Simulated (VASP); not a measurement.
Set up this calculation in VASP 6.6.1, as the native input.

- Task: single point
- Functional: LDA
- Potentials or basis: VASP PAW LDA potentials, release 64 (Ag, I)
- Cutoff: 500 eV
- k mesh: 6 × 6 × 4
- Occupations: gaussian, width 0.01 eV
- Spin: no spin polarisation
- Dipole correction: no
- Further INCAR settings: ALGO = Normal; EDIFF = 1e-06; NBANDS = 26

The structure of AgI lies in POSCAR:

```
AgI
1.0
    4.5074146399      0.0000000000      0.0000000000
   -2.2537073199      3.9035355835      0.0000000000
    0.0000000000      0.0000000000      7.2962532796
Ag I
2 2
Direct
    0.6666666667      0.3333333333      0.6262258418
    0.3333333333      0.6666666667      0.1262258418
    0.6666666667      0.3333333333      0.0037741582
    0.3333333333      0.6666666667      0.5037741582
```

This cell differs from its parent crystal: film at in-plane strain +0.005.

One way to write it, as run:

INCAR

```
SYSTEM = AgI
  ALGO = Normal
  EDIFF = 1E-6
  ENCUT = 500
  GGA_COMPAT = .FALSE.
  ISIF = 2
  ISMEAR = 0
  LASPH = .TRUE.
  LCHARG = .FALSE.
  LREAL = .FALSE.
  LWAVE = .FALSE.
  NBANDS = 26
  NELM = 120
  PREC = Accurate
  SIGMA = 0.01
```

KPOINTS

```
k-points
0
G
  6 6 4
  0 0 0
```

Potentials or basis: VASP PAW LDA potentials, release 64 (Ag, I).

Run with:

```sh
$ cat potpaw_LDA.64/Ag/POTCAR potpaw_LDA.64/I/POTCAR > POTCAR
$ mpirun -np 1 vasp_std > vasp.out
```

Results of the run:

```yaml
Pressure: -0.1 GPa
Band_gap_on_the_k_mesh: 1.13 eV
```

Caveat: the cell differs from its parent crystal (film at in-plane strain +0.005); spin-orbit coupling is left out, which moves the levels of the heavy elements.

Run time: 79 s on 1 thread of Intel Xeon 8259CL, on a shared host, peak memory 0.24 GiB.
